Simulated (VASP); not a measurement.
Crystal: LiZnF3.

```xyz
10
Lattice="2.4845 1.4344 5.2744 -2.4845 1.4344 5.2744 0.0000 -2.8689 5.2744" Properties=species:S:1:pos:R:3 pbc="T T T"
Li    0.0000    0.0000    3.9558
Li    0.0000    0.0000   11.8675
Zn    0.0000    0.0000    0.0000
Zn    0.0000    0.0000    7.9116
F     0.6820   -1.6875    9.2302
F    -1.8025    0.2531    9.2302
F    -1.1204   -1.4344    6.5930
F     1.1204    1.4344    9.2302
F    -0.6820    1.6875    6.5930
F     1.8025   -0.2531    6.5930
```

The cell was built from a structure type or drawn by symmetry, and may not be a known phase.

| Quantity | Value |
| --- | --- |
| Program | VASP 6.6.1 |
| Task | relaxation of cell and atoms |
| Functional | PBE |
| Potentials or basis | VASP PAW PBE potentials, release 64 (Li_sv, Zn, F) |
| Cutoff | 600 eV |
| k mesh | 3 × 3 × 3 |
| Occupations | gaussian, width 0.15 eV |
| Spin | no spin polarisation |

At the start: pressure 24.6 GPa; volume 11.28 Å³/atom.

Question: Where does the relaxation end?

Answer: Over 9 steps the energy falls by 946.3 meV/atom and the volume is 11.23 Å³/atom (-0.4 %); space group R-3c (No. 167, to 0.1 Å) before and after.

The path:
```tsv
step	energy change (eV)	largest force (eV/Å)	pressure (GPa)	volume (Å³)
1	0.0000	10.1445	24.57	112.78
2	-8.0903	0.0987	-11.96	141.96
3	-8.7334	0.6653	-8.46	129.70
4	-8.7450	0.4883	-9.11	131.17
5	-8.7449	0.5584	-8.81	130.56
6	-9.3274	0.3358	-4.05	119.04
7	-9.4450	0.1459	0.36	112.45
8	-9.4452	0.1323	0.69	112.07
9	-9.4629	0.0570	0.40	112.30
```

Final structure:
```
CELL_PARAMETERS angstrom
2.59771 1.49979 4.80426
-2.59771 1.49979 4.80426
0.00000 -2.99957 4.80426
ATOMIC_POSITIONS crystal
Li 0.25000 0.25000 0.25000
Li 0.75000 0.75000 0.75000
Zn 0.00000 0.00000 0.00000
Zn 0.50000 0.50000 0.50000
F 0.60245 0.25000 0.89755
F 0.25000 0.89755 0.60245
F 0.10245 0.39755 0.75000
F 0.89755 0.60245 0.25000
F 0.39755 0.75000 0.10245
F 0.75000 0.10245 0.39755
```

Caveat: the k points lie up to 0.49 Å⁻¹ apart in the final cell; the cutoff is under 1.25 times the usual one of these potentials, so pressure, stress and relaxed cells hold a basis-set (Pulay) error; the relaxation stopped at a loose force limit of 0.08 eV/Å, so its end isn't a converged minimum.
